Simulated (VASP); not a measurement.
# BeGe2O3 (P1) in VASP: single point with PBEsol

Aim: the single point of BeGe2O3 with PBEsol.

All numbers are computed with VASP 6.6.1; they aren't measurements. Logs are shortened: lines on timing, memory, paths and dates and some standing lists are left out, and cuts for length are marked.

### 1 The cell of the first run

The typed cell holds 6 atoms: a = 4.928 Å, b = 4.916 Å, c = 4.374 Å, α = 106.06°, β = 62.32°, γ = 107.37°.

### 2 Single point, PBEsol

The input, INCAR:

```
SYSTEM = BeGe2O3
ALGO = Normal ; EDIFF = 1E-6
ENCUT = 520 ; GGA = PS
ISIF = 2 ; ISMEAR = -1
LASPH = .True. ; LCHARG = .False.
LREAL = .False. ; LWAVE = .False.
NBANDS = 33 ; NELM = 100
PREC = Accurate ; SIGMA = 0.05
```

The input, KPOINTS:

```
k-points
0
Gamma
  4 4 4
  0 0 0
```

The input, POSCAR:

```
BeGe2O3
1.0
    2.8674342656     -3.8167226728      1.2231315871
    2.9405988551      3.8727640854     -0.7237280115
    0.3447825721     -1.0044560314      4.2427196356
Be Ge O
1 2 3
Direct
    0.1675268325      0.0567274474      0.0559539616
    0.4317174059      0.0791368664      0.4332782971
   -0.0076230426      0.5205046012      0.4652086383
    0.8567764546      0.1618800305      0.1532750620
    0.2353633036      0.7972117220      0.1469371538
    0.3383952791      0.3328522043      0.2649933051
```

Potentials or basis: VASP PAW PBE potentials, release 64 (Be, Ge_d, O).

Run with:

```sh
cat potpaw_PBE.64/Be/POTCAR potpaw_PBE.64/Ge_d/POTCAR potpaw_PBE.64/O/POTCAR > POTCAR
mpirun -np 1 vasp_std > vasp.out
```

OUTCAR:

```text
SYSTEM = BeGe2O3
   EDIFF = 1E-6
   ENCUT = 520
   GGA = PS
   ISIF = 2
   ISMEAR = -1
   LASPH = .True.
   LREAL = .False.
   NELM = 100
   PREC = Accurate

 ion  position               nearest neighbor table
   1  0.168  0.057  0.056-   4 1.59   5 1.60   6 1.65   2 2.43   2 2.50   3 2.57
   2  0.432  0.079  0.433-   4 1.85   6 1.86   5 1.95   1 2.43   1 2.50
   3  0.992  0.521  0.465-   6 1.91   5 1.94   4 2.06   1 2.57
   4  0.857  0.162  0.153-   1 1.59   2 1.85   3 2.06
   5  0.235  0.797  0.147-   1 1.60   3 1.94   2 1.95
   6  0.338  0.333  0.265-   1 1.65   2 1.86   3 1.91

  LATTYP: Found a triclinic cell.
 ALAT       =     4.8363754209
 B/A-ratio  =     1.7978421056
 C/A-ratio  =     1.9872563563
 COS(alpha) =     0.0416764409
 COS(beta)  =     0.5864485872
 COS(gamma) =     0.8036389426

  Lattice vectors:

 A1 = (  -2.5226516935,   2.8122666414,   3.0195880485)
 A2 = (   0.7627297337,   5.6805746954,   6.5385796726)
 A3 = (  -8.6754673863,   3.7606812602,  -1.7225351627)

Analysis of symmetry for initial positions (statically):
=====================================================================
 Subroutine PRICEL returns:
 Original cell was already a primitive cell.

 Routine SETGRP: Setting up the symmetry group for a
 triclinic supercell.

 Subroutine GETGRP returns: Found  1 space group operations
 (whereof  1 operations were pure point group operations)
 out of a pool of  2 trial point group operations.

The static configuration has the point symmetry C_1 .

Analysis of symmetry for dynamics (positions and initial velocities):
=====================================================================
 Subroutine PRICEL returns:
 Original cell was already a primitive cell.

 Routine SETGRP: Setting up the symmetry group for a
 triclinic supercell.

 Subroutine GETGRP returns: Found  1 space group operations
 (whereof  1 operations were pure point group operations)
 out of a pool of  2 trial point group operations.

The dynamic configuration has the point symmetry C_1 .

 Subroutine INISYM returns: Found  1 space group operations
 (whereof  1 operations are pure point group operations),
 and found     1 'primitive' translations

----------------------------------------------------------------------------------------

                                     Primitive cell

  volume of cell :      88.3548

  direct lattice vectors                    reciprocal lattice vectors
     2.867434266 -3.816722673  1.223131587     0.177738980 -0.144029068 -0.048542488
     2.940598855  3.872764085 -0.723728011     0.169370487  0.132918640  0.017704431
     0.344782572 -1.004456031  4.242719636    -0.022348871  0.064195485  0.252712207

  length of vectors
     4.928042421  4.916218620  4.373611419     0.233862974  0.216025863  0.261694463

  position of ions in fractional coordinates (direct lattice)
     0.167526833  0.056727447  0.055953962
     0.431717406  0.079136866  0.433278297
     0.992376957  0.520504601  0.465208638
     0.856776455  0.161880031  0.153275062
     0.235363304  0.797211722  0.146937154
     0.338395279  0.332852204  0.264993305

  ion indices of the primitive-cell ions
   primitive index   ion index
                 1           1
                 2           2
                 3           3
                 4           4
                 5           5
                 6           6

----------------------------------------------------------------------------------------

 KPOINTS: k-points

Automatic generation of k-mesh.
 Grid dimensions read from file:
 generate k-points for:    4    4    4

 Generating k-lattice:

  Cartesian coordinates                     Fractional coordinates (reciprocal lattice)
     0.044434745 -0.036007267 -0.012135622     0.250000000  0.000000000 -0.000000000
     0.042342622  0.033229660  0.004426108    -0.000000000  0.250000000  0.000000000
    -0.005587218  0.016048871  0.063178052     0.000000000 -0.000000000  0.250000000

  Length of vectors
     0.058465744  0.054006466  0.065423616

  Shift w.r.t. Gamma in fractional coordinates (k-lattice)
     0.000000000  0.000000000  0.000000000

 Subroutine IBZKPT returns following result:
 ===========================================

 Found     36 irreducible k-points:

 Following reciprocal coordinates:
            Coordinates               Weight
  0.000000  0.000000  0.000000      1.000000
  0.250000 -0.000000  0.000000      2.000000
  0.500000 -0.000000  0.000000      1.000000
 -0.000000  0.250000  0.000000      2.000000
  0.250000  0.250000  0.000000      2.000000
  0.500000  0.250000  0.000000      2.000000
[... 16 lines left out ...]
  0.000000 -0.250000  0.250000      2.000000
  0.250000 -0.250000  0.250000      2.000000
 [... further k-points ...]
   k-points           NKPTS =     36   k-points in BZ     NKDIM =     36   number of bands    NBANDS=     33
   number of dos      NEDOS =    301   number of ions     NIONS =      6
   total plane-waves  NPLWV =  57600
   dimension x,y,z NGX =    40 NGY =   40 NGZ =   36
   dimension x,y,z NGXF=    80 NGYF=   80 NGZF=   72
   ions per type =               1   2   3
   NGX,Y,Z   is equivalent  to a cutoff of  13.49, 13.53, 13.68 a.u.
   NGXF,Y,Z  is equivalent  to a cutoff of  26.99, 27.05, 27.37 a.u.
 SYSTEM =  BeGe2O3
   PREC   = accura    normal or accurate (medium, high low for compatibility)
   ISTART =      0    job   : 0-new  1-cont  2-samecut
   ICHARG =      2    charge: 1-file 2-atom 10-const
   ISPIN  =      1    spin polarized calculation?
   LNONCOLLINEAR =      F non collinear calculations
   LSORBIT =      F    spin-orbit coupling
   LASPH  =      T    aspherical Exc in radial PAW
   ENCUT  =  520.0 eV  38.22 Ry    6.18 a.u.   9.16  9.14  8.13*2*pi/ulx,y,z
   NELM   =    100;   NELMIN=  2; NELMDL= -5     # of ELM steps
   EDIFF  = 0.1E-05   stopping-criterion for ELM
   LREAL  =      F    real-space projection
   EDIFFG = 0.1E-04   stopping-criterion for IOM
   NSW    =      0    number of steps for IOM
   IBRION =     -1    ionic relax: 0-MD 1-quasi-New 2-CG
   NFREE  =      0    steps in history (QN), initial steepest desc. (CG)
   ISIF   =      2    stress and relaxation
   ISYM   =      2    0-nonsym 1-usesym 2-fastsym
   POTIM  = 0.5000    time-step for ionic-motion
   TEBEG  =    0.0;   TEEND  =   0.0 temperature during run
   PSTRESS=    0.0 pullay stress
   NELECT =      48.0000    total number of electrons
   NUPDOWN=      -1.0000    fix difference up-down
   EMIN   =  10.00;   EMAX   =-10.00  energy-range for DOS
   EFERMI =   0.00;   METHOD = LEGACY
   ISMEAR =    -1;   SIGMA  =   0.05  broadening in eV -4-tet -1-fermi 0-gaus
   EFERMI_NEDOS =   21; number of points for ismear=-14 and -15
   IALGO  =     38    algorithm
   IMIX   =      4    mixing-type and parameters
     AMIX     =   0.40;   BMIX     =  1.00
     AMIX_MAG =   1.60;   BMIX_MAG =  1.00
  volume/ion in A,a.u.               =      14.73        99.37
  Fermi-wavevector in a.u.,A,eV,Ry     =   1.335811  2.524317 24.278126  1.784392
  Thomas-Fermi vector in A             =   2.464487
   LORBIT       =      0    0 simple, 1 ext, 2 COOP (PROOUT), +10 PAW based schemes
   GGA     = PS    functional components
   LHFCALC =     F    Hartree Fock is set to
   AEXX    =    0.0000 exact exchange contribution
   IVDW    =     0    specifies the selected vdW correction
   LEPSILON=     F    determine dielectric tensor
   LRPA    =     F    only Hartree local field effects (RPA)
 non-spin polarized calculation
  energy-cutoff  :      520.00
  volume of cell :       88.35
 maximum number of plane-waves:      2404
 NGX is ok and might be reduce to    40
   NGX = 19   NGY = 19   NGZ = 17

 number of electron      48.0000003 magnetization

 Free energy of the ion-electron system (eV)
  ---------------------------------------------------
  ext. energy  EPLUGINS =         0.00000000
  ---------------------------------------------------
  free energy    TOTEN  =       -38.32259222 eV

  energy without entropy =      -38.32259222  energy(sigma->0) =      -38.32259222

 E-fermi :   3.3624     XC(G=0):  -9.5809

 val. band max:        2.3264549076   @ k =   0.0000   0.0000   0.5000
 cond. band min:       4.3086786747   @ k =   0.5000   0.5000   0.0000
 fundamental gap:      1.9822237671
 Fermi energy:         3.3623765601

 k-point     1 :       0.0000    0.0000    0.0000
  band No.  band energies     occupation
      1     -21.7056      2.00000
      2     -21.6702      2.00000
      3     -21.5433      2.00000
      4     -21.5134      2.00000
      5     -21.4395      2.00000
      6     -21.3936      2.00000
[... 25 lines left out ...]
     32      11.4311      0.00000
     33      12.2993      0.00000

 k-point     2 :       0.2500   -0.0000    0.0000
  band No.  band energies     occupation
      1     -21.7011      2.00000
      2     -21.6661      2.00000
      3     -21.5434      2.00000
      4     -21.5095      2.00000
      5     -21.4413      2.00000
      6     -21.4014      2.00000
[... 25 lines left out ...]
     32      11.5393      0.00000
     33      12.1850      0.00000

 k-point     3 :       0.5000   -0.0000    0.0000
  band No.  band energies     occupation
      1     -21.6965      2.00000
      2     -21.6619      2.00000
      3     -21.5433      2.00000
      4     -21.5046      2.00000
      5     -21.4470      2.00000
      6     -21.4037      2.00000
[... 25 lines left out ...]
     32      12.0129      0.00000
     33      12.5783      0.00000

 k-point     4 :      -0.0000    0.2500    0.0000
  band No.  band energies     occupation
      1     -21.6999      2.00000
      2     -21.6669      2.00000
      3     -21.5447      2.00000
      4     -21.5091      2.00000
      5     -21.4414      2.00000
      6     -21.3995      2.00000
[... 25 lines left out ...]
     32      11.6905      0.00000
     33      12.2432      0.00000

 k-point     5 :       0.2500    0.2500    0.0000
  band No.  band energies     occupation
      1     -21.6951      2.00000
      2     -21.6628      2.00000
      3     -21.5450      2.00000
      4     -21.5044      2.00000
      5     -21.4460      2.00000
      6     -21.4025      2.00000
[... 604 lines left out ...]
 k-point    22 :      -0.2500    0.5000    0.2500
  band No.  band energies     occupation
      1     -21.6901      2.00000
      2     -21.6637      2.00000
      3     -21.5486      2.00000
      4     -21.5111      2.00000
      5     -21.4475      2.00000
      6     -21.3990      2.00000
[... 25 lines left out ...]
     32      11.8623      0.00000
     33      13.4693      0.00000

 k-point    23 :       0.0000   -0.2500    0.2500
  band No.  band energies     occupation
      1     -21.7000      2.00000
      2     -21.6657      2.00000
      3     -21.5440      2.00000
      4     -21.5097      2.00000
      5     -21.4421      2.00000
      6     -21.3995      2.00000
[... 25 lines left out ...]
     32      11.8058      0.00000
     33      12.6106      0.00000

 k-point    24 :       0.2500   -0.2500    0.2500
  band No.  band energies     occupation
      1     -21.6975      2.00000
      2     -21.6706      2.00000
      3     -21.5461      2.00000
      4     -21.5153      2.00000
      5     -21.4441      2.00000
      6     -21.3953      2.00000
[... 25 lines left out ...]
     32      12.1714      0.00000
     33      12.5130      0.00000

 [... further k-points ...]

------------------------ aborting loop because EDIFF is reached ----------------------------------------

  FORCE on cell =-STRESS in cart. coord.  units (eV):
  Direction    XX          YY          ZZ          XY          YZ          ZX
  --------------------------------------------------------------------------------------
  -------------------------------------------------------------------------------------
  Total        0.0903456      0.1145229      0.0458435      0.0216976     -0.0299826      0.0852633
  in kB        1.6382769      2.0766944      0.8313006      0.3934527     -0.5436872      1.5461167
  external PRESSURE =       1.5154240 kB  Pullay stress =       0.0000000 kB

 VOLUME and BASIS-vectors are now :
 -----------------------------------------------------------------------------
  energy-cutoff  :      520.00
  volume of cell :       88.35
      direct lattice vectors                 reciprocal lattice vectors
     2.867434266 -3.816722673  1.223131587     0.177738980 -0.144029068 -0.048542488
     2.940598855  3.872764085 -0.723728011     0.169370487  0.132918640  0.017704431
     0.344782572 -1.004456031  4.242719636    -0.022348871  0.064195485  0.252712207

 POSITION                                       TOTAL-FORCE (eV/Angst)
 -----------------------------------------------------------------------------------
      0.66648     -0.47591      0.40125        -0.019860     -0.011927     -0.085926
      1.62002     -1.77648      2.30905         0.027768     -0.013867      0.038174
      4.53657     -2.23912      2.81085         0.017562      0.028061      0.031610
      2.98562     -2.79711      1.58110        -0.036469      0.017158     -0.005890
      3.06983      2.04150      0.33433        -0.023958     -0.023719     -0.001770
      2.04048     -0.26868      1.29730         0.034958      0.004294      0.023802
 -----------------------------------------------------------------------------------
    total drift:                                0.000246     -0.000145      0.001561

  FREE ENERGIE OF THE ION-ELECTRON SYSTEM (eV)
  ---------------------------------------------------
  free  energy   TOTEN  =       -38.3225922188 eV

  energy  without entropy=      -38.3225922185  energy(sigma->0) =      -38.32259222
```

It took 74 s on 1 thread of AMD EPYC 9R45 (Zen 5), shared host; peak memory 0.24 GiB.

What came out:

| Item | Value |
| --- | --- |
| Free energy | -38.3226 eV |
| Pressure | 0.2 GPa |
| Largest force | 0.089 eV/Å |
| Band gap on the k mesh | 1.98 eV (least direct gap 2.11 eV) |

Forces in eV/Å, atoms in the order of the input:
```
Be  -0.020 -0.012 -0.086
Ge   0.028 -0.014  0.038
Ge   0.018  0.028  0.032
O   -0.036  0.017 -0.006
O   -0.024 -0.024 -0.002
O    0.035  0.004  0.024
```

Caveat: the PAW data sets were made with another functional, which shifts forces and pressure a little.
